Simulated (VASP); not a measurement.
A run of VASP 6.6.1 is set up as follows.

INCAR

```
SYSTEM = Al
ALGO     = Normal         ! electronic algorithm
DIPOL    = 0.5 0.5 0.327
EDIFF    = 1E-6           ! SCF threshold, eV
ENCUT    = 520            ! plane-wave cutoff, eV
GGA      = PE             ! functional
IDIPOL   = 3            
ISIF     = 2              ! what is computed and relaxed
ISMEAR   = 0              ! smearing method
LASPH    = .TRUE.         ! aspherical terms in the spheres
LCHARG   = .FALSE.        ! write CHGCAR
LDIPOL   = .TRUE.       
LREAL    = .FALSE.        ! projectors in reciprocal space
LWAVE    = .FALSE.        ! write WAVECAR
NBANDS   = 32             ! bands
NELM     = 60             ! most SCF steps
PREC     = Accurate       ! precision mode
SIGMA    = 0.1            ! smearing width, eV
```

KPOINTS

```
k-points
0
G
  5 5 1
  0 0 0
```

File POSCAR:

```
Al
1.0
    5.7135165838      0.0000000000      0.0000000000
    0.0000000000      5.7135165838      0.0000000000
    0.0000000000      0.0000000000     19.6746954281
Al
13
Direct
    0.2500000000      0.2500000000      0.2033068321
    0.2500000000      0.7500000000      0.2033068321
    0.7500000000      0.2500000000      0.2033068321
    0.7500000000      0.7500000000      0.2033068321
    0.0000000000      0.0000000000      0.3092728605
    0.0000000000      0.5000000000      0.3092728605
    0.5000000000      0.0000000000      0.3092728605
    0.5000000000      0.5000000000      0.3092728605
    0.2500000000      0.2500000000      0.4154928577
    0.2500000000      0.7500000000      0.4154928577
    0.7500000000      0.2500000000      0.4154928577
    0.7500000000      0.7500000000      0.4154928577
    0.2500000000      0.5000000000      0.5340881714
```

Potentials or basis: VASP PAW PBE potentials, release 64 (Al).

The run is started by

```sh
$ cat potpaw_PBE.64/Al/POTCAR > POTCAR
$ mpirun -np 1 vasp_std > vasp.out
```

Q: What does it give for the band gap on the k mesh?

A: Zero (an odd number of electrons rules out a gap without spin polarisation).

Q: Predict the largest force.

A: 0.322 eV/Å.

Forces in eV/Å, atoms in the order of the input:
```
Al   0.000 -0.094 -0.003
Al   0.000  0.094 -0.003
Al   0.000  0.096 -0.046
Al   0.000 -0.096 -0.046
Al   0.062  0.000  0.085
Al  -0.047  0.000  0.031
Al  -0.062  0.000  0.085
Al   0.047  0.000  0.031
Al   0.000 -0.247 -0.206
Al   0.000  0.247 -0.206
Al   0.000  0.065  0.131
Al   0.000 -0.065  0.131
Al   0.000  0.000  0.017
```
